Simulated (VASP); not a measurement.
A run of VASP 6.6.1 is set up as follows.

INCAR

```
SYSTEM = Ir
PREC = Accurate
ENCUT = 520
EDIFF = 1E-7
ISMEAR = 0
SIGMA = 0.1
LREAL = .False.
LASPH = .True.
NELM = 80
ALGO = Fast
ISIF = 2
LWAVE = .False.
LCHARG = .False.
GGA = PE
NBANDS = 10
```

Contents of KPOINTS:

```
Automatic mesh
0
Gamma
  18 18 18
  0 0 0
```

POSCAR

```
Ir
1.0
    0.0000000000      1.9353263100      1.9353263100
    1.9353263100      0.0000000000      1.9353263100
    1.9353263100      1.9353263100      0.0000000000
Ir
1
Direct
    0.0000000000      0.0000000000      0.0000000000
```

Potentials or basis: VASP PAW PBE potentials, release 64 (Ir).

Command:

```sh
$ cat potpaw_PBE.64/Ir/POTCAR > POTCAR
$ mpirun -np 1 vasp_std > vasp.out
```

What does it give for the pressure?

0.4 GPa.
